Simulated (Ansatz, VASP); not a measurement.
One calculation of YSe, two programs

```
Y Se
1.0
     0.00000    2.81750    2.87500
     2.81750    0.00000    2.87500
     2.81750    2.81750    0.00000
Y Se
1 1
Cartesian
  0.0000 0.0000 0.0000
  2.8175 2.8175 2.8750
```

Change from the starting cell: equal xx and yy strain of -2 %.

Alike in both runs: task single point; functional LDA; k mesh 7 × 7 × 7; occupations fermi-dirac, width 0.03 eV; no spin polarisation.

|  | VASP | Ansatz |
| --- | --- | --- |
| version | VASP 6.6.1 | Ansatz 0.2.0 |
| potentials or method | VASP PAW LDA potentials, release 64 (Y_sv, Se), cutoff 520 eV | all-electron LAPW, scalar-relativistic |

```tsv
	VASP	Ansatz	Ansatz less VASP
pressure (GPa)	-1.2	-1.3	-0.16
traceless stress, the component that is largest in VASP (GPa)	-2.66	-2.64	+0.023
```

LDA's correlation is that of Perdew and Zunger in VASP and of Perdew and Wang (1992) in Ansatz. Ansatz ran all-electron here, and VASP with PAW potentials.
